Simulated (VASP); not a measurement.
# TiO2 (Pnnm) in VASP: notebook

Runs on TiO2. Level: r2SCAN+U. Tasks: single point.

Everything below comes from runs of VASP 6.6.1. Logs are shortened: lines on timing, memory, paths and dates and some standing lists are left out, and cuts for length are marked.

## 1. The cell of the first run

Symmetry: Pnnm, No. 58, orthorhombic system. The conventional cell has a = 4.597 Å, b = 4.597 Å, c = 2.993 Å, α = 90.00°, β = 90.00°, γ = 90.00°. Within 2.6 Å of Ti (site symmetry 2/m) lie 6 O at 1.96 to 1.98 Å. O (site symmetry m) has 3 Ti at 1.96 to 1.98 Å and 1 O at 2.54 Å within 2.6 Å.

## 2. Single point, r2SCAN+U (atoms displaced along a vibrational mode)

The input, POSCAR:

```
TiO2
1.0
    4.5973635523      0.0000000000      0.0000000000
    0.0000000000      4.5973635523      0.0000000000
    0.0000000000      0.0000000000      2.9928841877
Ti O
2 4
Direct
    0.0000000000      0.0000000000      0.0000000000
    0.5000000000      0.5000000000      0.5000000000
    0.2959116748      0.3143685170      0.0000000000
    0.2040883252      0.8143685170      0.5000000000
    0.7040883252      0.6856314830      0.0000000000
    0.7959116748      0.1856314830      0.5000000000
```

The input, INCAR.step1:

```
PREC     = Accurate       # precision mode
ENCUT    = 520            # plane-wave cutoff, eV
ISMEAR   = 0              # smearing method
SIGMA    = 0.05           # smearing width, eV
LREAL    = F              # projectors in reciprocal space
LASPH    = T              # aspherical terms in the spheres
NELM     = 150            # most SCF steps
LMAXMIX  = 4              # l up to which the mixer works
LDAU     = T              # DFT+U
LDAUTYPE = 2            
LDAUL    = 2 -1           # shell
LDAUU    = 4 0            # U, eV
LDAUJ    = 0 0          
NBANDS   = 33             # bands
GGA      = PE             # functional
ALGO     = Normal         # electronic algorithm
EDIFF    = 1E-4           # SCF threshold, eV
LWAVE    = T              # write WAVECAR
LCHARG   = F              # write CHGCAR
```

The input, INCAR.step2:

```
PREC     = Accurate       # precision mode
ENCUT    = 520            # plane-wave cutoff, eV
EDIFF    = 1E-6           # SCF threshold, eV
ISMEAR   = 0              # smearing method
SIGMA    = 0.05           # smearing width, eV
LREAL    = F              # projectors in reciprocal space
LASPH    = T              # aspherical terms in the spheres
NELM     = 150            # most SCF steps
ALGO     = Normal         # electronic algorithm
ISIF     = 2              # what is computed and relaxed
LWAVE    = F              # write WAVECAR
LCHARG   = F              # write CHGCAR
LMAXMIX  = 4              # l up to which the mixer works
LDAU     = T              # DFT+U
LDAUTYPE = 2            
LDAUL    = 2 -1           # shell
LDAUU    = 4 0            # U, eV
LDAUJ    = 0 0          
LDAUPRINT= 1            
METAGGA  = R2SCAN         # meta-GGA
LMIXTAU  = T            
NBANDS   = 33             # bands
ISTART   = 1
```

The input, KPOINTS:

```
regular mesh
0
Gamma
  6 6 8
```

Potentials or basis: VASP PAW PBE potentials, release 64 (Ti_sv, O).

Launch:

```sh
$ cat potpaw_PBE.64/Ti_sv/POTCAR potpaw_PBE.64/O/POTCAR > POTCAR
$ cp INCAR.step1 INCAR
$ mpirun -np 1 vasp_std > vasp.out
$ cp INCAR.step2 INCAR
$ mpirun -np 1 vasp_std > vasp.out
```

OUTCAR:

```text
PREC = Accurate
   ENCUT = 520
   EDIFF = 1E-6
   ISMEAR = 0
   LREAL = F
   LASPH = T
   NELM = 150
   ISIF = 2
   METAGGA = R2SCAN
   ISTART = 1

 ion  position               nearest neighbor table
   1  0.000  0.000  0.000-   4 1.96   6 1.96   4 1.96   6 1.96   5 1.98   3 1.98
   2  0.500  0.500  0.500-   3 1.96   5 1.96   3 1.96   5 1.96   4 1.98   6 1.98
   3  0.296  0.314  0.000-   2 1.96   2 1.96   1 1.98
   4  0.204  0.814  0.500-   1 1.96   1 1.96   2 1.98
   5  0.704  0.686  0.000-   2 1.96   2 1.96   1 1.98
   6  0.796  0.186  0.500-   1 1.96   1 1.96   2 1.98

  LATTYP: Found a simple tetragonal cell.
 ALAT       =     4.5973635523
 C/A-ratio  =     0.6510001121

  Lattice vectors:

 A1 = (   4.5973635523,   0.0000000000,   0.0000000000)
 A2 = (   0.0000000000,   4.5973635523,   0.0000000000)
 A3 = (   0.0000000000,   0.0000000000,   2.9928841877)

Analysis of symmetry for initial positions (statically):
=====================================================================
 Subroutine PRICEL returns:
 Original cell was already a primitive cell.

 Routine SETGRP: Setting up the symmetry group for a
 simple tetragonal supercell.

 Subroutine GETGRP returns: Found  8 space group operations
 (whereof  4 operations were pure point group operations)
 out of a pool of 16 trial point group operations.

The static configuration has the point symmetry C_2h.
 The point group associated with its full space group is D_2h.

Analysis of symmetry for dynamics (positions and initial velocities):
=====================================================================
 Subroutine PRICEL returns:
 Original cell was already a primitive cell.

 Routine SETGRP: Setting up the symmetry group for a
 simple tetragonal supercell.

 Subroutine GETGRP returns: Found  8 space group operations
 (whereof  4 operations were pure point group operations)
 out of a pool of 16 trial point group operations.

The dynamic configuration has the point symmetry C_2h.
 The point group associated with its full space group is D_2h.

 Subroutine INISYM returns: Found  8 space group operations
 (whereof  4 operations are pure point group operations),
 and found     1 'primitive' translations

----------------------------------------------------------------------------------------

                                     Primitive cell

  volume of cell :      63.2569

  direct lattice vectors                    reciprocal lattice vectors
     4.597363552  0.000000000  0.000000000     0.217515972  0.000000000  0.000000000
     0.000000000  4.597363552  0.000000000     0.000000000  0.217515972  0.000000000
     0.000000000  0.000000000  2.992884188     0.000000000  0.000000000  0.334125859

  length of vectors
     4.597363552  4.597363552  2.992884188     0.217515972  0.217515972  0.334125859

  position of ions in fractional coordinates (direct lattice)
     0.000000000  0.000000000  0.000000000
     0.500000000  0.500000000  0.500000000
     0.295911675  0.314368517  0.000000000
     0.204088325  0.814368517  0.500000000
     0.704088325  0.685631483  0.000000000
     0.795911675  0.185631483  0.500000000

  ion indices of the primitive-cell ions
   primitive index   ion index
                 1           1
                 2           2
                 3           3
                 4           4
                 5           5
                 6           6
[... 105 lines left out ...]
   LEPSILON=     F    determine dielectric tensor
   LRPA    =     F    only Hartree local field effects (RPA)
 non-spin polarized calculation
 Gauss-broadening in eV      SIGMA  =   0.05
  energy-cutoff  :      520.00
  volume of cell :       63.26
 maximum number of plane-waves:      1724
 NGX is ok and might be reduce to    36
   NGX = 17   NGY = 17   NGZ = 11

atom =   1  type =  1  l = 2

 onsite density matrix

spin component  1

  0.1885  0.0000 -0.0784  0.0000 -0.0067
  0.0000  0.1694  0.0000 -0.0879  0.0000
 -0.0784  0.0000  0.1240  0.0000  0.0041
  0.0000 -0.0879  0.0000  0.1837  0.0000
 -0.0067  0.0000  0.0041  0.0000  0.0904

spin component  2

  0.1885  0.0000 -0.0784  0.0000 -0.0067
  0.0000  0.1694  0.0000 -0.0879  0.0000
 -0.0784  0.0000  0.1240  0.0000  0.0041
  0.0000 -0.0879  0.0000  0.1837  0.0000
 -0.0067  0.0000  0.0041  0.0000  0.0904

 occupancies and eigenvectors

  o =  0.0714  v = -0.5573  0.0000 -0.8302  0.0000 -0.0163  0.0000  0.0000  0.0000  0.0000  0.0000      0.0000  0.0000  0.0000  0.0000  0.0000  0.0000  0.0000  0.0000  0.0000  0.0000
  o =  0.0714  v =  0.0000  0.0000  0.0000  0.0000  0.0000 -0.5573  0.0000 -0.8302  0.0000 -0.0163      0.0000  0.0000  0.0000  0.0000  0.0000  0.0000  0.0000  0.0000  0.0000  0.0000
  o =  0.0883  v =  0.0000  0.7352  0.0000  0.6778  0.0000  0.0000  0.0000  0.0000  0.0000  0.0000      0.0000  0.0000  0.0000  0.0000  0.0000  0.0000  0.0000  0.0000  0.0000  0.0000
  o =  0.0883  v =  0.0000  0.0000  0.0000  0.0000  0.0000  0.0000  0.7352  0.0000  0.6778  0.0000      0.0000  0.0000  0.0000  0.0000  0.0000  0.0000  0.0000  0.0000  0.0000  0.0000
  o =  0.0900  v =  0.0338 -0.0000 -0.0423 -0.0000  0.9985  0.0000  0.0000  0.0000  0.0000  0.0000      0.0000  0.0000  0.0000  0.0000  0.0000  0.0000  0.0000  0.0000  0.0000  0.0000
  o =  0.0900  v =  0.0000  0.0000  0.0000  0.0000  0.0000  0.0338 -0.0000 -0.0423 -0.0000  0.9985      0.0000  0.0000  0.0000  0.0000  0.0000  0.0000  0.0000  0.0000  0.0000  0.0000
  o =  0.2414  v = -0.8296 -0.0000  0.5559  0.0000  0.0516  0.0000  0.0000  0.0000  0.0000  0.0000      0.0000  0.0000  0.0000  0.0000  0.0000  0.0000  0.0000  0.0000  0.0000  0.0000
  o =  0.2414  v =  0.0000  0.0000  0.0000  0.0000  0.0000 -0.8296 -0.0000  0.5559  0.0000  0.0516      0.0000  0.0000  0.0000  0.0000  0.0000  0.0000  0.0000  0.0000  0.0000  0.0000
  o =  0.2647  v =  0.0000  0.0000  0.0000  0.0000  0.0000 -0.0000  0.6778  0.0000 -0.7352 -0.0000      0.0000  0.0000  0.0000  0.0000  0.0000  0.0000  0.0000  0.0000  0.0000  0.0000
  o =  0.2647  v = -0.0000  0.6778  0.0000 -0.7352 -0.0000  0.0000  0.0000  0.0000  0.0000  0.0000      0.0000  0.0000  0.0000  0.0000  0.0000  0.0000  0.0000  0.0000  0.0000  0.0000

atom =   2  type =  1  l = 2

 onsite density matrix

spin component  1

  0.1885  0.0000  0.0784  0.0000  0.0067
  0.0000  0.1694  0.0000  0.0879  0.0000
  0.0784  0.0000  0.1240  0.0000  0.0041
  0.0000  0.0879  0.0000  0.1837  0.0000
  0.0067  0.0000  0.0041  0.0000  0.0904

spin component  2

  0.1885  0.0000  0.0784  0.0000  0.0067
  0.0000  0.1694  0.0000  0.0879  0.0000
  0.0784  0.0000  0.1240  0.0000  0.0041
  0.0000  0.0879  0.0000  0.1837  0.0000
  0.0067  0.0000  0.0041  0.0000  0.0904

 occupancies and eigenvectors

  o =  0.0714  v = -0.5573  0.0000  0.8302 -0.0000  0.0163  0.0000  0.0000  0.0000  0.0000  0.0000      0.0000  0.0000  0.0000  0.0000  0.0000  0.0000  0.0000  0.0000  0.0000  0.0000
  o =  0.0714  v =  0.0000  0.0000  0.0000  0.0000  0.0000 -0.5573  0.0000  0.8302 -0.0000  0.0163      0.0000  0.0000  0.0000  0.0000  0.0000  0.0000  0.0000  0.0000  0.0000  0.0000
  o =  0.0883  v =  0.0000 -0.7352  0.0000  0.6778 -0.0000  0.0000  0.0000  0.0000  0.0000  0.0000      0.0000  0.0000  0.0000  0.0000  0.0000  0.0000  0.0000  0.0000  0.0000  0.0000
  o =  0.0883  v =  0.0000  0.0000  0.0000  0.0000  0.0000  0.0000 -0.7352  0.0000  0.6778 -0.0000      0.0000  0.0000  0.0000  0.0000  0.0000  0.0000  0.0000  0.0000  0.0000  0.0000
  o =  0.0900  v = -0.0338 -0.0000 -0.0423  0.0000  0.9985  0.0000  0.0000  0.0000  0.0000  0.0000      0.0000  0.0000  0.0000  0.0000  0.0000  0.0000  0.0000  0.0000  0.0000  0.0000
  o =  0.0900  v =  0.0000  0.0000  0.0000  0.0000  0.0000 -0.0338 -0.0000 -0.0423  0.0000  0.9985      0.0000  0.0000  0.0000  0.0000  0.0000  0.0000  0.0000  0.0000  0.0000  0.0000
  o =  0.2414  v = -0.8296 -0.0000 -0.5559 -0.0000 -0.0516  0.0000  0.0000  0.0000  0.0000  0.0000      0.0000  0.0000  0.0000  0.0000  0.0000  0.0000  0.0000  0.0000  0.0000  0.0000
  o =  0.2414  v =  0.0000  0.0000  0.0000  0.0000  0.0000 -0.8296 -0.0000 -0.5559 -0.0000 -0.0516      0.0000  0.0000  0.0000  0.0000  0.0000  0.0000  0.0000  0.0000  0.0000  0.0000
  o =  0.2647  v =  0.0000  0.0000  0.0000  0.0000  0.0000  0.0000 -0.6778  0.0000 -0.7352  0.0000      0.0000  0.0000  0.0000  0.0000  0.0000  0.0000  0.0000  0.0000  0.0000  0.0000
  o =  0.2647  v =  0.0000 -0.6778  0.0000 -0.7352  0.0000  0.0000  0.0000  0.0000  0.0000  0.0000      0.0000  0.0000  0.0000  0.0000  0.0000  0.0000  0.0000  0.0000  0.0000  0.0000

 number of electron      47.9999991 magnetization

 Free energy of the ion-electron system (eV)
  ---------------------------------------------------
  ext. energy  EPLUGINS =         0.00000000
  ---------------------------------------------------
  free energy    TOTEN  =       -64.71479656 eV

  energy without entropy =      -64.71479656  energy(sigma->0) =      -64.71479656

 E-fermi :   5.0566     XC(G=0): -12.0924

 val. band max:        4.7076785739   @ k =   0.0000   0.0000   0.0000
 cond. band min:       7.5026341581   @ k =   0.5000   0.5000   0.0000
 fundamental gap:      2.7949555841
 Fermi energy:         5.0565786391

 k-point     1 :       0.0000    0.0000    0.0000
  band No.  band energies     occupation
      1     -55.5072      2.00000
      2     -55.4913      2.00000
      3     -30.7031      2.00000
      4     -30.6999      2.00000
      5     -30.5514      2.00000
      6     -30.5459      2.00000
[... 853 lines left out ...]
     32      10.9063      0.00000
     33      11.3349      0.00000

 [... further k-points ...]

------------------------ aborting loop because EDIFF is reached ----------------------------------------

  FORCE on cell =-STRESS in cart. coord.  units (eV):
  Direction    XX          YY          ZZ          XY          YZ          ZX
  --------------------------------------------------------------------------------------
  -------------------------------------------------------------------------------------
  Total        1.3050082      1.9921451      2.0914744      0.0000000      0.0000000      0.0000000
  in kB       33.0534050     50.4572924     52.9731157      0.0000000      0.0000000      0.0000000
  external PRESSURE =      45.4946043 kB  Pullay stress =       0.0000000 kB

 VOLUME and BASIS-vectors are now :
 -----------------------------------------------------------------------------
  energy-cutoff  :      520.00
  volume of cell :       63.26
      direct lattice vectors                 reciprocal lattice vectors
     4.597363552  0.000000000  0.000000000     0.217515972  0.000000000  0.000000000
     0.000000000  4.597363552  0.000000000     0.000000000  0.217515972  0.000000000
     0.000000000  0.000000000  2.992884188     0.000000000  0.000000000  0.334125859

 POSITION                                       TOTAL-FORCE (eV/Angst)
 -----------------------------------------------------------------------------------
      0.00000      0.00000      0.00000         0.000000      0.000000      0.000000
      2.29868      2.29868      1.49644         0.000000      0.000000      0.000000
      1.36041      1.44527      0.00000        -0.050427     -0.132208      0.000000
      0.93827      3.74395      1.49644         0.050427     -0.132208     -0.000000
      3.23695      3.15210      0.00000         0.050427      0.132208     -0.000000
      3.65910      0.85342      1.49644        -0.050427      0.132208      0.000000
 -----------------------------------------------------------------------------------
    total drift:                               -0.000000      0.000000     -0.000000

  FREE ENERGIE OF THE ION-ELECTRON SYSTEM (eV)
  ---------------------------------------------------
  free  energy   TOTEN  =       -64.7147965623 eV

  energy  without entropy=      -64.7147965623  energy(sigma->0) =      -64.71479656
```

Wall time 17 min (1 thread of AMD EPYC 7R13, shared host); peak memory 0.24 GiB.

What came out:

```
Free energy            : -64.7148 eV
Pressure               : 4.5 GPa
Largest force          : 0.141 eV/Å
Band gap on the k mesh : 2.79 eV (least direct gap 2.80 eV)
```

Forces in eV/Å, atoms in the order of the input:
```
Ti   0.000  0.000  0.000
Ti   0.000  0.000  0.000
O   -0.050 -0.132  0.000
O    0.050 -0.132  0.000
O    0.050  0.132  0.000
O   -0.050  0.132  0.000
```

Eigenvalues of the final occupation matrices:
| site | spin | trace | eigenvalues |
| --- | --- | --- | --- |
| site 1 d | 1 | 0.76 | 0.07 0.09 0.09 0.24 0.26 |
| site 1 d | 2 | 0.76 | 0.07 0.09 0.09 0.24 0.26 |
| site 2 d | 1 | 0.76 | 0.07 0.09 0.09 0.24 0.26 |
| site 2 d | 2 | 0.76 | 0.07 0.09 0.09 0.24 0.26 |

Caveat: the cell differs from its parent crystal (atoms displaced along a vibrational mode); the cell stands under pressure; the PAW data sets were made with another functional, which shifts forces and pressure a little.

## 3. Single point, r2SCAN+U (atoms displaced along a vibrational mode)

The input, POSCAR:

```
TiO2
1.0
    4.5973635523      0.0000000000      0.0000000000
    0.0000000000      4.5973635523      0.0000000000
    0.0000000000      0.0000000000      2.9928841877
Ti O
2 4
Direct
    0.0000000000      0.0000000000      0.0000000000
    0.5000000000      0.5000000000      0.5000000000
    0.3166756223      0.2936045695      0.0000000000
    0.1833243777      0.7936045695      0.5000000000
    0.6833243777      0.7063954305      0.0000000000
    0.8166756223      0.2063954305      0.5000000000
```

The input, INCAR.step1:

```
  PREC = Accurate
  ENCUT = 520
  ISMEAR = 0
  SIGMA = 0.05
  LREAL = F
  LASPH = T
  NELM = 150
  LMAXMIX = 4
  LDAU = T
  LDAUTYPE = 2
  LDAUL = 2 -1
  LDAUU = 4 0
  LDAUJ = 0 0
  NBANDS = 33
  GGA = PE
  ALGO = Normal
  EDIFF = 1E-4
  LWAVE = T
  LCHARG = F
```

The input, INCAR.step2:

```
  PREC = Accurate
  ENCUT = 520
  EDIFF = 1E-6
  ISMEAR = 0
  SIGMA = 0.05
  LREAL = F
  LASPH = T
  NELM = 150
  ALGO = Normal
  ISIF = 2
  LWAVE = F
  LCHARG = F
  LMAXMIX = 4
  LDAU = T
  LDAUTYPE = 2
  LDAUL = 2 -1
  LDAUU = 4 0
  LDAUJ = 0 0
  LDAUPRINT = 1
  METAGGA = R2SCAN
  LMIXTAU = T
  NBANDS = 33
  ISTART = 1
```

The input, KPOINTS:

```
Automatic mesh
0
Gamma
  6 6 8
```

Potentials or basis: VASP PAW PBE potentials, release 64 (Ti_sv, O).

Launch:

```sh
$ cat potpaw_PBE.64/Ti_sv/POTCAR potpaw_PBE.64/O/POTCAR > POTCAR
$ cp INCAR.step1 INCAR
$ mpirun -np 1 vasp_std > vasp.out
$ cp INCAR.step2 INCAR
$ mpirun -np 1 vasp_std > vasp.out
```

Run time: 16 min. Hardware: 1 thread of AMD EPYC 7R13, shared host; peak memory 0.24 GiB.

Results (log left out):

```
Free energy            : -64.7108 eV
Pressure               : 4.4 GPa
Largest force          : 0.142 eV/Å
Band gap on the k mesh : 2.80 eV (least direct gap 2.81 eV)
```

Forces in eV/Å, atoms in the order of the input:
```
Ti   0.000  0.000  0.000
Ti   0.000  0.000  0.000
O   -0.139 -0.033  0.000
O    0.139 -0.033  0.000
O    0.139  0.033  0.000
O   -0.139  0.033  0.000
```

Stress tensor (GPa, compression positive):
```
5.10 0.00 0.00
0.00 2.93 0.00
0.00 0.00 5.16
```

Levels at points of the mesh, in eV from the valence-band top:
| k point | band 22 | band 23 | band 24 | band 25 | band 26 | band 27 |
| --- | --- | --- | --- | --- | --- | --- |
| (0.00, 0.00, 0.00) | -0.54 | -0.48 | 0.00 | 2.81 | 3.06 | 3.36 |
| (0.50, 0.00, 0.00) | -1.80 | -0.86 | -0.86 | 3.43 | 3.43 | 3.96 |
| (0.00, 0.50, 0.00) | -1.75 | -0.66 | -0.66 | 3.43 | 3.43 | 3.94 |
| (0.50, 0.50, 0.00) | -1.52 | -1.19 | -1.19 | 2.80 | 2.80 | 3.43 |
| (0.00, 0.00, 0.50) | -2.35 | -1.48 | -1.48 | 3.86 | 3.86 | 4.09 |
| (0.50, 0.00, 0.50) | -1.86 | -1.15 | -1.15 | 2.83 | 2.83 | 4.15 |
| (0.00, 0.50, 0.50) | -2.10 | -1.05 | -1.05 | 2.91 | 2.91 | 4.14 |
| (0.50, 0.50, 0.50) | -1.23 | -0.74 | -0.74 | 3.49 | 3.49 | 4.09 |

Eigenvalues of the final occupation matrices:
```csv
site,spin,trace,eigenvalues
site 1 d,1,0.76,0.07 0.09 0.09 0.24 0.26
site 1 d,2,0.76,0.07 0.09 0.09 0.24 0.26
site 2 d,1,0.76,0.07 0.09 0.09 0.24 0.26
site 2 d,2,0.76,0.07 0.09 0.09 0.24 0.26
```

Caveat: the cell differs from its parent crystal (atoms displaced along a vibrational mode); the cell stands under pressure; the PAW data sets were made with another functional, which shifts forces and pressure a little.
